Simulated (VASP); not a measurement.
**Al: single point with RPBE**

Al:

```
Al
1.0
     0.00000    2.00488    2.00488
     2.00488    0.00000    2.00488
     2.00488    2.00488    0.00000
Al
1
Direct
  0.00000 0.00000 0.00000
```

This cell differs from its parent crystal: volume scaled by 0.96.

```json
{
  "Program": "VASP 6.6.1",
  "Task": "single point",
  "Functional": "RPBE",
  "Potentials or basis": "VASP PAW PBE potentials, release 64 (Al)",
  "Cutoff": "520 eV",
  "k mesh": "22 × 22 × 22",
  "Occupations": "fermi-dirac, width 0.1 eV",
  "Spin": "no spin polarisation"
}
```

* Pressure: 3.3 GPa

Levels at points of the mesh, in eV from the Fermi level:
| k point | band 1 | band 2 | band 3 | band 4 |
| --- | --- | --- | --- | --- |
| (0.00, 0.00, 0.00) | -11.29 | 12.74 | 12.74 | 12.74 |
| (0.50, 0.00, 0.00) | -4.70 | -4.38 | 11.55 | 11.55 |
| (0.50, 0.50, 0.00) | -2.98 | -1.58 | 5.23 | 5.74 |

It took 14 s on 1 thread of Intel Xeon 6975P-C, on a shared host, peak memory 0.16 GiB.

Caveat: the PAW data sets were made with another functional, which shifts forces and pressure a little.
